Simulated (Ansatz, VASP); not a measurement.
Two plane-wave programs on TeF

```
Te F
1.0
     0.00000    2.89638    2.89638
     2.89638    0.00000    2.89638
     2.89638    2.89638    0.00000
Te F
1 1
Cartesian
  0.0000 0.0000 0.0000
  4.3446 4.3446 4.3446
```

Alike in both runs: task relaxation of cell and atoms; functional PBE; k mesh 16 × 16 × 16; occupations gaussian, width 0.1 eV; no spin polarisation.

|  | VASP | Ansatz |
| --- | --- | --- |
| version | VASP 6.6.1 | Ansatz 0.2.0 |
| potentials or method | VASP PAW PBE potentials, release 64 (Te, F), cutoff 600 eV | scalar-relativistic, plane waves, PAW |
| valence electrons in the cell | 13 | 23 |

```csv
,VASP,Ansatz,Ansatz less VASP
"gap on the k mesh at the Fermi level, each at its own relaxed structure (eV)",none,none,-
relaxed volume (Å³/atom),24.50,24.63,+0.135
relaxed cell length with the largest relative difference (Å),4.107,4.115,+0.0076
```

A gap of «none» marks a metal or a gap that the smearing closes. VASP's potentials hold 13 valence electrons a cell and Ansatz's 23, so a difference there can come from the potentials and not from the codes.

Spin-orbit coupling is off throughout.
